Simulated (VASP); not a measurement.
# LiC18 in VASP: notebook

The runs below take LiC18 through single point, with PBE.

All numbers are computed with VASP 6.6.1; they aren't measurements. Logs are shortened: lines on timing, memory, paths and dates and some standing lists are left out, and cuts for length are marked.

## (1) The cell of the first run

The cell holds a slab with vacuum, 19 atoms: a = 7.398 Å, b = 7.398 Å, c = 12.000 Å, α = 90.00°, β = 90.00°, γ = 120.00°.

## (2) Single point, PBE, collinear spin, zero start

File INCAR:

```
PREC = Accurate
ENCUT = 520
EDIFF = 1E-7
ISMEAR = 0
SIGMA = 0.05
LREAL = Auto
LASPH = True
NELM = 150
ALGO = Normal
ISIF = 2
LWAVE = False
LCHARG = False
ISPIN = 2
MAGMOM = 0 0 0 0 0 0 0 0 0 0 0 0 0 0 0 0 0 0 0
LORBIT = 11
GGA = PE
NBANDS = 56
```

File KPOINTS:

```
regular mesh
0
Gamma
  2 2 1
```

File POSCAR:

```
LiC18
1.0
    7.3980000000      0.0000000000      0.0000000000
   -3.6990000000      6.4068560000      0.0000000000
    0.0000000000      0.0000000000     12.0000000000
C Li
18 1
Direct
   -0.0109871888     -0.0058008171      0.0855126667
    0.2107518223      0.1058110249      0.0855697500
   -0.0109844921      0.3275562928      0.0855085833
    0.2107536629      0.4376833192      0.0855605000
   -0.0119564821      0.6603933349      0.0855257500
    0.2101361314      0.7714390647      0.0844940833
    0.3218034329     -0.0052317392      0.0845524167
    0.5451360344      0.1064353561      0.0846216667
    0.3223515722      0.3275466157      0.0855074167
    0.5445545221      0.4386483792      0.0855310833
    0.3218027316      0.6597782126      0.0845385000
    0.5451366695      0.7714460884      0.0846142500
    0.6568009289     -0.0052267446      0.0846373333
    0.8788936148      0.1058180487      0.0856150833
    0.6561747199      0.3285275961      0.0856104167
    0.8779125168      0.4386563394      0.0854976667
    0.6561731670      0.6603895889      0.0856071667
    0.8779107830      0.7719967485      0.0854984167
    1.4329507776      0.8828017986      0.2234965000
```

Potentials or basis: VASP PAW PBE potentials, release 64 (C, Li_sv).

Started as:

```sh
$ cat potpaw_PBE.64/C/POTCAR potpaw_PBE.64/Li_sv/POTCAR > POTCAR
$ mpirun -np 1 vasp_std > vasp.out
```

OUTCAR:

```text
PREC = Accurate
   ENCUT = 520
   EDIFF = 1E-7
   ISMEAR = 0
   LREAL = Auto
   LASPH = True
   NELM = 150
   ISIF = 2
   ISPIN = 2
   LORBIT = 11
   GGA = PE

 ion  position               nearest neighbor table
   1  0.989  0.994  0.086-  14 1.42   2 1.42  18 1.42
   2  0.211  0.106  0.086-   9 1.42   1 1.42   7 1.42
   3  0.989  0.328  0.086-   4 1.42  14 1.42  16 1.42
   4  0.211  0.438  0.086-   9 1.42   3 1.42  11 1.42
   5  0.988  0.660  0.086-  18 1.42  16 1.42   6 1.42
   6  0.210  0.771  0.084-   5 1.42  11 1.43   7 1.43  19 2.20
   7  0.322  0.995  0.085-   2 1.42   6 1.43   8 1.43  19 2.20
   8  0.545  0.106  0.085-  15 1.42  13 1.43   7 1.43  19 2.20
   9  0.322  0.328  0.086-   4 1.42   2 1.42  10 1.42
  10  0.545  0.439  0.086-  15 1.42  17 1.42   9 1.42
  11  0.322  0.660  0.085-   4 1.42   6 1.43  12 1.43  19 2.20
  12  0.545  0.771  0.085-  17 1.42  13 1.43  11 1.43  19 2.20
  13  0.657  0.995  0.085-  14 1.42   8 1.43  12 1.43  19 2.20
  14  0.879  0.106  0.086-   1 1.42   3 1.42  13 1.42
  15  0.656  0.329  0.086-  16 1.42  10 1.42   8 1.42
  16  0.878  0.439  0.085-   5 1.42  15 1.42   3 1.42
  17  0.656  0.660  0.086-  18 1.42  10 1.42  12 1.42
  18  0.878  0.772  0.085-   5 1.42  17 1.42   1 1.42
  19  0.433  0.883  0.223-   6 2.20  11 2.20   7 2.20  12 2.20   8 2.20  13 2.20

  LATTYP: Found a hexagonal cell.
 ALAT       =     7.3980000000
 C/A-ratio  =     1.6220600162

  Lattice vectors:

 A1 = (   7.3980000000,   0.0000000000,   0.0000000000)
 A2 = (  -3.6990000000,   6.4068560000,   0.0000000000)
 A3 = (   0.0000000000,   0.0000000000,  12.0000000000)

Analysis of symmetry for initial positions (statically):
=====================================================================
 Subroutine PRICEL returns:
 Original cell was already a primitive cell.

 Routine SETGRP: Setting up the symmetry group for a
 hexagonal supercell.

 Subroutine GETGRP returns: Found  1 space group operations
 (whereof  1 operations were pure point group operations)
 out of a pool of 24 trial point group operations.

The static configuration has the point symmetry C_1 .

Analysis of symmetry for dynamics (positions and initial velocities):
=====================================================================
 Subroutine PRICEL returns:
 Original cell was already a primitive cell.

 Routine SETGRP: Setting up the symmetry group for a
 hexagonal supercell.

 Subroutine GETGRP returns: Found  1 space group operations
 (whereof  1 operations were pure point group operations)
 out of a pool of 24 trial point group operations.

The dynamic configuration has the point symmetry C_1 .

Analysis of structural, dynamic, and magnetic symmetry:
=====================================================================
 Subroutine PRICEL returns:
 Original cell was already a primitive cell.

 Routine SETGRP: Setting up the symmetry group for a
 hexagonal supercell.

 Subroutine GETGRP returns: Found  1 space group operations
 (whereof  1 operations were pure point group operations)
 out of a pool of 24 trial point group operations.

The overall configuration has the point symmetry C_1 .

 Subroutine INISYM returns: Found  1 space group operations
 (whereof  1 operations are pure point group operations),
 and found     1 'primitive' translations

----------------------------------------------------------------------------------------

                                     Primitive cell

  volume of cell :     568.7750

  direct lattice vectors                    reciprocal lattice vectors
     7.398000000  0.000000000  0.000000000     0.135171668  0.078041398  0.000000000
    -3.699000000  6.406856000  0.000000000     0.000000000  0.156082796  0.000000000
     0.000000000  0.000000000 12.000000000     0.000000000  0.000000000  0.083333333

  length of vectors
     7.398000000  7.398000054 12.000000000     0.156082797  0.156082796  0.083333333

  position of ions in fractional coordinates (direct lattice)
     0.989012811  0.994199183  0.085512667
     0.210751822  0.105811025  0.085569750
     0.989015508  0.327556293  0.085508583
     0.210753663  0.437683319  0.085560500
     0.988043518  0.660393335  0.085525750
     0.210136131  0.771439065  0.084494083
[... 11 lines left out ...]
     0.877910783  0.771996749  0.085498417
     0.432950778  0.882801799  0.223496500

  ion indices of the primitive-cell ions
   primitive index   ion index
                 1           1
                 2           2
                 3           3
                 4           4
                 5           5
                 6           6
[... 11 lines left out ...]
                18          18
                19          19

----------------------------------------------------------------------------------------

 KPOINTS: regular mesh

Automatic generation of k-mesh.
 Grid dimensions read from file:
 generate k-points for:    2    2    1

 Generating k-lattice:

  Cartesian coordinates                     Fractional coordinates (reciprocal lattice)
     0.067585834  0.039020699  0.000000000     0.500000000  0.000000000  0.000000000
     0.000000000  0.078041398  0.000000000     0.000000000  0.500000000  0.000000000
     0.000000000  0.000000000  0.083333333     0.000000000  0.000000000  1.000000000

  Length of vectors
     0.078041399  0.078041398  0.083333333

  Shift w.r.t. Gamma in fractional coordinates (k-lattice)
     0.000000000  0.000000000  0.000000000

 Subroutine IBZKPT returns following result:
 ===========================================

 Found      4 irreducible k-points:

 Following reciprocal coordinates:
            Coordinates               Weight
  0.000000  0.000000  0.000000      1.000000
  0.500000  0.000000  0.000000      1.000000
  0.000000  0.500000  0.000000      1.000000
  0.500000  0.500000  0.000000      1.000000
   k-points           NKPTS =      4   k-points in BZ     NKDIM =      4   number of bands    NBANDS=     56
   number of dos      NEDOS =    301   number of ions     NIONS =     19
   total plane-waves  NPLWV = 282240
   dimension x,y,z NGX =    56 NGY =   56 NGZ =   90
   dimension x,y,z NGXF=   112 NGYF=  112 NGZF=  180
   ions per type =              18   1
   NGX,Y,Z   is equivalent  to a cutoff of  12.58, 12.58, 12.47 a.u.
   NGXF,Y,Z  is equivalent  to a cutoff of  25.17, 25.17, 24.94 a.u.
 SYSTEM =  unknown system
   PREC   = accura    normal or accurate (medium, high low for compatibility)
   ISTART =      0    job   : 0-new  1-cont  2-samecut
   ICHARG =      2    charge: 1-file 2-atom 10-const
   ISPIN  =      2    spin polarized calculation?
   LNONCOLLINEAR =      F non collinear calculations
   LSORBIT =      F    spin-orbit coupling
   LASPH  =      T    aspherical Exc in radial PAW
   ENCUT  =  520.0 eV  38.22 Ry    6.18 a.u.  13.76 13.76 22.31*2*pi/ulx,y,z
   NELM   =    150;   NELMIN=  2; NELMDL= -5     # of ELM steps
   EDIFF  = 0.1E-06   stopping-criterion for ELM
   LREAL  =      T    real-space projection
   EDIFFG = 0.1E-05   stopping-criterion for IOM
   NSW    =      0    number of steps for IOM
   IBRION =     -1    ionic relax: 0-MD 1-quasi-New 2-CG
   NFREE  =      0    steps in history (QN), initial steepest desc. (CG)
   ISIF   =      2    stress and relaxation
   ISYM   =      2    0-nonsym 1-usesym 2-fastsym
   POTIM  = 0.5000    time-step for ionic-motion
   TEBEG  =    0.0;   TEEND  =   0.0 temperature during run
   PSTRESS=    0.0 pullay stress
   NELECT =      75.0000    total number of electrons
   NUPDOWN=      -1.0000    fix difference up-down
   EMIN   =  10.00;   EMAX   =-10.00  energy-range for DOS
   EFERMI =   0.00;   METHOD = LEGACY
   ISMEAR =     0;   SIGMA  =   0.05  broadening in eV -4-tet -1-fermi 0-gaus
   EFERMI_NEDOS =   21; number of points for ismear=-14 and -15
   IALGO  =     38    algorithm
   IMIX   =      4    mixing-type and parameters
     AMIX     =   0.40;   BMIX     =  1.00
     AMIX_MAG =   1.60;   BMIX_MAG =  1.00
  volume/ion in A,a.u.               =      29.94       202.01
  Fermi-wavevector in a.u.,A,eV,Ry     =   0.833262  1.574637  9.446880  0.694326
  Thomas-Fermi vector in A             =   1.946457
   LORBIT       =     11    0 simple, 1 ext, 2 COOP (PROOUT), +10 PAW based schemes
   GGA     = PE    functional components
   LHFCALC =     F    Hartree Fock is set to
   AEXX    =    0.0000 exact exchange contribution
   IVDW    =     0    specifies the selected vdW correction
   LEPSILON=     F    determine dielectric tensor
   LRPA    =     F    only Hartree local field effects (RPA)
 spin polarized calculation
 Gauss-broadening in eV      SIGMA  =   0.05
  energy-cutoff  :      520.00
  volume of cell :      568.78
 maximum number of plane-waves:     15363
 NGX is ok and might be reduce to    56
   NGX = 27   NGY = 27   NGZ = 45

 number of electron      74.9999996 magnetization      -0.0000000

 number of electron      74.9999996 magnetization       0.0000000

 Free energy of the ion-electron system (eV)
  ---------------------------------------------------
  ext. energy  EPLUGINS =         0.00000000
  ---------------------------------------------------
  free energy    TOTEN  =      -167.74223955 eV

  energy without entropy =     -167.74223955  energy(sigma->0) =     -167.74223955

 E-fermi :  -0.5118     XC(G=0):  -3.6916

 val. band max:       -0.9084967648   @ k =   0.0000   0.0000   0.0000
 cond. band min:       0.6872194131   @ k =   0.5000   0.5000   0.0000
 fundamental gap:      1.5957161779
 Fermi energy:        -0.5117735226

 spin component 1

 k-point     1 :       0.0000    0.0000    0.0000
  band No.  band energies     occupation
      1     -49.1312      1.00000
      2     -20.3789      1.00000
      3     -17.9588      1.00000
      4     -17.8443      1.00000
      5     -17.8442      1.00000
      6     -17.6670      1.00000
[... 41 lines left out ...]
     48       3.9630      0.00000
     49       4.0844      0.00000
[... 154 lines left out ...]
     48       3.9289      0.00000
     49       4.1466      0.00000
 Fermi energy:        -0.5117735226

 spin component 2

 k-point     1 :       0.0000    0.0000    0.0000
  band No.  band energies     occupation
      1     -49.1312      1.00000
      2     -20.3789      1.00000
      3     -17.9588      1.00000
      4     -17.8443      1.00000
      5     -17.8442      1.00000
      6     -17.6670      1.00000
[... 41 lines left out ...]
     48       3.9630      0.00000
     49       4.0844      0.00000
[... 154 lines left out ...]
     48       3.9288      0.00000
     49       4.1465      0.00000
 [bands above 49 left out]

------------------------ aborting loop because EDIFF is reached ----------------------------------------

  FORCE on cell =-STRESS in cart. coord.  units (eV):
  Direction    XX          YY          ZZ          XY          YZ          ZX
  --------------------------------------------------------------------------------------
  -------------------------------------------------------------------------------------
  Total        5.7753369      5.7777564     -0.2025141     -0.0023650      0.0111267      0.0021854
  in kB       16.2684946     16.2753101     -0.5704602     -0.0066619      0.0313427      0.0061560
  external PRESSURE =      10.6577815 kB  Pullay stress =       0.0000000 kB

 VOLUME and BASIS-vectors are now :
 -----------------------------------------------------------------------------
  energy-cutoff  :      520.00
  volume of cell :      568.78
      direct lattice vectors                 reciprocal lattice vectors
     7.398000000  0.000000000  0.000000000     0.135171668  0.078041398  0.000000000
    -3.699000000  6.406856000  0.000000000     0.000000000  0.156082796  0.000000000
     0.000000000  0.000000000 12.000000000     0.000000000  0.000000000  0.083333333

 POSITION                                       TOTAL-FORCE (eV/Angst)
 -----------------------------------------------------------------------------------
      3.63917      6.36969      1.02615         0.002899      0.002754      0.000930
      1.16775      0.67792      1.02684         0.005057      0.003128     -0.002262
      6.10511      2.09861      1.02610        -0.004358      0.002520      0.001944
     -0.05983      2.80417      1.02673        -0.002203      0.003564     -0.001041
      4.86675      4.23105      1.02631         0.001403     -0.007169      0.001521
     -1.29897      4.94250      1.01393        -0.002281     -0.002985      0.003839
[... 11 lines left out ...]
      3.63917      4.94607      1.02598         0.003947     -0.005277     -0.001260
     -0.06251      5.65598      2.68196         0.003746      0.001791      0.010898
 -----------------------------------------------------------------------------------
    total drift:                                0.000302      0.002548     -0.051010

  FREE ENERGIE OF THE ION-ELECTRON SYSTEM (eV)
  ---------------------------------------------------
  free  energy   TOTEN  =      -167.7422395516 eV

  energy  without entropy=     -167.7422395516  energy(sigma->0) =     -167.74223955

 total charge

# of ion       s       p       d       tot
------------------------------------------
    1        0.861   1.797   0.000   2.658
    2        0.861   1.800   0.000   2.660
    3        0.861   1.797   0.000   2.658
    4        0.861   1.800   0.000   2.660
    5        0.861   1.800   0.000   2.660
    6        0.858   1.799   0.000   2.657
[... 11 lines left out ...]
   18        0.861   1.797   0.000   2.658
   19        2.009   0.056   0.000   2.065
--------------------------------------------------
tot         17.489  32.426   0.000  49.915

 magnetization (x)

# of ion       s       p       d       tot
------------------------------------------
    1       -0.000  -0.000   0.000  -0.000
    2       -0.000  -0.000   0.000  -0.000
    3       -0.000   0.000   0.000  -0.000
    4       -0.000   0.000   0.000  -0.000
    5       -0.000  -0.000   0.000  -0.000
    6        0.000   0.000   0.000   0.000
[... 11 lines left out ...]
   18       -0.000  -0.000   0.000  -0.000
   19       -0.000  -0.000   0.000  -0.000
--------------------------------------------------
tot         -0.000  -0.000   0.000  -0.000
```

Wall time 8.2 min (1 thread of Intel Xeon 6975P-C (Granite Rapids), shared host); peak memory 0.86 GiB.

What came out:

| Quantity | Value |
| --- | --- |
| Free energy | -167.7422 eV |
| Largest force | 0.013 eV/Å |
| Net moment | 0.00 μB per cell |
| Valence electrons inside the program's atomic spheres | C 2.66; Li 2.06 |

Forces on the atoms (eV/Å):
```
C    0.003  0.003  0.001
C    0.005  0.003 -0.002
C   -0.004  0.003  0.002
C   -0.002  0.004 -0.001
C    0.001 -0.007  0.002
C   -0.002 -0.003  0.004
C   -0.004  0.009 -0.003
C   -0.005  0.011  0.000
C    0.004  0.004  0.003
C    0.006 -0.004 -0.002
C    0.000 -0.008 -0.002
C    0.002 -0.008 -0.002
C   -0.001  0.004 -0.003
C   -0.004  0.003 -0.003
C    0.001  0.001 -0.002
C   -0.011 -0.006  0.002
C    0.004 -0.004 -0.003
C    0.004 -0.005 -0.001
Li   0.004  0.002  0.011
```

Caveat: the k points lie up to 0.49 Å⁻¹ apart; the cutoff is under 1.25 times the usual one of these potentials, so pressure, stress and relaxed cells hold a basis-set (Pulay) error; there is no dipole correction, which matters where the two faces differ; no moment was typed at the start, so none could form.

## (3) Single point, PBE, collinear spin

File INCAR:

```
SYSTEM = LiC18
PREC     = Accurate       ! precision mode
ENCUT    = 520            ! plane-wave cutoff, eV
EDIFF    = 1E-6           ! SCF threshold, eV
ISMEAR   = 0              ! smearing method
SIGMA    = 0.05           ! smearing width, eV
LREAL    = Auto         
LASPH    = .TRUE.         ! aspherical terms in the spheres
NELM     = 150            ! most SCF steps
ALGO     = Normal         ! electronic algorithm
ISIF     = 2              ! what is computed and relaxed
LWAVE    = .FALSE.        ! write WAVECAR
LCHARG   = .TRUE.         ! write CHGCAR
ISPIN    = 2              ! spin polarisation
MAGMOM   = 0 0 0 0 0 0 0 0 0 0 0 0 0 0 0 0 0 0 1 ! initial moments
LORBIT   = 11             ! projections on sites
GGA      = PE             ! functional
LELF     = .TRUE.         ! ELF
LVHAR    = .TRUE.       
NBANDS   = 56             ! bands
```

File KPOINTS:

```
Automatic mesh
0
G
  2 2 1
  0 0 0
```

File POSCAR:

```
LiC18
1.0
    7.3980000000      0.0000000000      0.0000000000
   -3.6990000000      6.4068560000      0.0000000000
    0.0000000000      0.0000000000     12.0000000000
C Li
18 1
Direct
   -0.0115299461     -0.0052317858      0.0845524148
    0.2118027382      0.1064353173      0.0846216867
   -0.0109817720      0.3275466436      0.0855074487
    0.2112211542      0.4386483070      0.0855311092
   -0.0115306820      0.6597781455      0.0845384972
    0.2118033667      0.7714461588      0.0846142301
    0.3234675869     -0.0052267414      0.0846373575
    0.5455603514      0.1058181185      0.0856150942
    0.3228414010      0.3285276209      0.0856103826
    0.5445792355      0.4386563999      0.0854976652
    0.3228397562      0.6603895462      0.0856071583
    0.5445774170      0.7719967783      0.0854983837
    0.6556793864     -0.0058008915      0.0855126846
    0.8774184512      0.1058109611      0.0855697308
    0.6556821866      0.3275563580      0.0855086183
    0.8774203142      0.4376833623      0.0855605343
    0.6547102135      0.6603933784      0.0855257746
    0.8768028405      0.7714391186      0.0844940932
    1.0996175007      0.8828018043      0.2234965360
```

Potentials or basis: VASP PAW PBE potentials, release 64 (C, Li_sv).

Started as:

```sh
$ cat potpaw_PBE.64/C/POTCAR potpaw_PBE.64/Li_sv/POTCAR > POTCAR
$ mpirun -np 1 vasp_std > vasp.out
```

Run time: 5.9 min. Hardware: 1 thread of Intel Xeon 6975P-C (Granite Rapids), shared host; peak memory 0.85 GiB.

The run converged. Its results:

* Free energy: -167.7423 eV
* Largest force: 0.014 eV/Å
* Net moment: 0.00 μB per cell
* Valence electrons inside the program's atomic spheres: C 2.66; Li 2.06

Forces on the atoms (eV/Å):
```
C   -0.002  0.008  0.002
C   -0.001  0.006 -0.002
C   -0.002  0.003  0.003
C    0.001  0.005 -0.003
C    0.003 -0.003  0.000
C    0.008 -0.005 -0.001
C    0.003 -0.001  0.000
C   -0.003  0.004 -0.001
C    0.001 -0.004  0.000
C    0.004 -0.007 -0.001
C    0.002 -0.001 -0.006
C   -0.003  0.000  0.002
C    0.001  0.002  0.001
C   -0.005  0.004 -0.003
C    0.004  0.001 -0.002
C   -0.008 -0.001 -0.002
C   -0.001 -0.008  0.000
C   -0.003 -0.007  0.001
Li   0.003  0.003  0.013
```

Levels at points of the mesh, in eV from the Fermi level:
Spin up:
| k point | band 35 | band 36 | band 37 | band 38 | band 39 | band 40 |
| --- | --- | --- | --- | --- | --- | --- |
| (0.00, 0.00, 0.00) | -3.31 | -0.53 | -0.53 | -0.40 | -0.40 | 1.21 |
| (0.50, 0.00, 0.00) | -3.01 | -3.00 | -2.72 | 1.20 | 1.62 | 2.03 |
| (0.00, 0.50, 0.00) | -3.01 | -3.00 | -2.72 | 1.20 | 1.62 | 2.03 |
| (0.50, 0.50, 0.00) | -3.01 | -3.00 | -2.72 | 1.20 | 1.62 | 2.03 |
Spin down:
| k point | band 34 | band 35 | band 36 | band 37 | band 38 | band 39 | band 40 | band 41 |
| --- | --- | --- | --- | --- | --- | --- | --- | --- |
| (0.00, 0.00, 0.00) | -3.31 | -3.31 | -0.53 | -0.53 | -0.40 | -0.40 | 1.21 | 3.09 |
| (0.50, 0.00, 0.00) | -3.21 | -3.01 | -3.00 | -2.72 | 1.20 | 1.62 | 2.03 | 2.03 |
| (0.00, 0.50, 0.00) | -3.21 | -3.01 | -3.00 | -2.72 | 1.20 | 1.62 | 2.03 | 2.04 |
| (0.50, 0.50, 0.00) | -3.21 | -3.01 | -3.00 | -2.72 | 1.20 | 1.62 | 2.03 | 2.04 |

Caveat: the k points lie up to 0.49 Å⁻¹ apart; the cutoff is under 1.25 times the usual one of these potentials, so pressure, stress and relaxed cells hold a basis-set (Pulay) error; there is no dipole correction, which matters where the two faces differ.
